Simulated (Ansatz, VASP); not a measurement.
One calculation of Nb2PdSe4, two programs

```
Nb Pd Se
1.0
     6.87510   -1.76382   -0.01210
     6.87510    1.76382   -0.01210
    -2.81911    0.00000    5.84627
Nb Pd Se
2 1 4
Direct
  0.74797 0.74797 0.68826
  0.25203 0.25203 0.31174
  0.00000 0.00000 0.00000
  0.10543 0.10543 0.46102
  0.89457 0.89457 0.53898
  0.35776 0.35776 0.01919
  0.64224 0.64224 0.98081
```

Alike in both runs: functional PBE; k mesh 10 × 10 × 6; occupations gaussian, width 0.1 eV; no spin polarisation.

Ansatz relaxed the structure, and its values are those at the end. VASP's run is a single point on that final structure, the one shown.

|  | VASP | Ansatz |
| --- | --- | --- |
| version | VASP 6.6.1 | Ansatz 0.2.0 |
| potentials or method | VASP PAW PBE potentials, release 64 (Nb_sv, Pd, Se), cutoff 520 eV | scalar-relativistic, plane waves, PAW |
| valence electrons in the cell | 60 | 108 |

Ansatz gave:

- gap on the k mesh at the Fermi level (eV): none
- pressure (GPa): 0.0
- rms of the force components (eV/Å): 0.004

Problem. Which values does VASP return?

Solution. gap on the k mesh at the Fermi level (eV): none; pressure (GPa): 0.0; rms of the force components (eV/Å): 0.006.

A gap of «none» marks a metal or a gap that the smearing closes. VASP's potentials hold 60 valence electrons a cell and Ansatz's 108, so a difference there can come from the potentials and not from the codes.
